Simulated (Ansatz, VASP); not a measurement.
# SiSe in VASP and in Ansatz

```
Si Se
1.0
     3.59520    0.00000    0.00000
    -1.79760    3.11353    0.00000
     0.00000    0.00000    3.59873
Si Se
1 1
Direct
  0.66667 0.33333 0.50000
  0.00000 0.00000 0.00000
```

Alike in both runs: task single point; functional r2SCAN-based global hybrid with a share of 0.5 of exact exchange; k mesh 5 × 5 × 4; occupations fermi-dirac, width 0.05 eV; no spin polarisation.

```csv
,VASP,Ansatz
version,VASP 6.6.1,Ansatz 0.2.0
potentials or method,"VASP PAW PBE potentials, release 64 (Si, Se)",Ansatz PAW
plane-wave cutoff (eV),520,500
valence electrons in the cell,10,20
```

```csv
,VASP,Ansatz,Ansatz less VASP
gap on the k mesh at the Fermi level (eV),none,none,-
pressure (GPa),-4.6,-3.9,+0.68
"traceless stress, the component that is largest in VASP (GPa)",-0.27,-0.15,+0.121
```

VASP's potentials were made for PBE, not for r2SCAN-based global hybrid. A gap of «none» marks a metal or a gap that the smearing closes. VASP's potentials hold 10 valence electrons a cell and Ansatz's 20, so a difference there can come from the potentials and not from the codes.

The k mesh is coarse, so the values compare programs but aren't converged.
